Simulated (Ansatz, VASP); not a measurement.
**SiC in VASP and in Ansatz**

```xyz
8
Lattice="3.3416 0.0000 0.0000 -1.6708 2.8940 0.0000 0.0000 0.0000 10.5345" Properties=species:S:1:pos:R:3 pbc="T T T"
Si    1.6708    0.9647    9.8797
Si    0.0000    1.9293    4.6125
Si    0.0000    0.0000    7.2467
Si    0.0000    0.0000    1.9794
C     1.6708    0.9647    7.8989
C     0.0000    1.9293    2.6316
C     0.0000    0.0000    5.2720
C     0.0000    0.0000    0.0047
```

Change from the starting cell: strain +0.080 along x and y, +0.040 along z, atoms carried along.

Alike in both runs: task single point; functional PBE; k mesh 12 × 12 × 4; occupations gaussian, width 0.05 eV; no spin polarisation.

|  | VASP | Ansatz |
| --- | --- | --- |
| version | VASP 6.6.1 | Ansatz 0.2.0 |
| potentials or method | VASP PAW PBE potentials, release 64 (Si, C), cutoff 520 eV | scalar-relativistic, plane waves, PAW |
| valence electrons in the cell | 32 | 32 |

|  | VASP | Ansatz | Ansatz less VASP |
| --- | --- | --- | --- |
| gap on the k mesh at the Fermi level (eV) | 2.00 | 2.00 | +0.003 |
| least direct gap on the mesh (eV) | 2.91 | 2.91 | +0.001 |
| pressure (GPa) | -27.6 | -27.6 | -0.01 |
| traceless stress, the component that is largest in VASP (GPa) | 8.30 | 8.26 | -0.041 |
| rms of the force components (eV/Å) | 0.032 | 0.031 | -0.0006 |

Atom by atom the forces differ by 0.001 eV/Å (rms over components). The functional is the same, so the differences come from potentials, cutoffs and numerics.
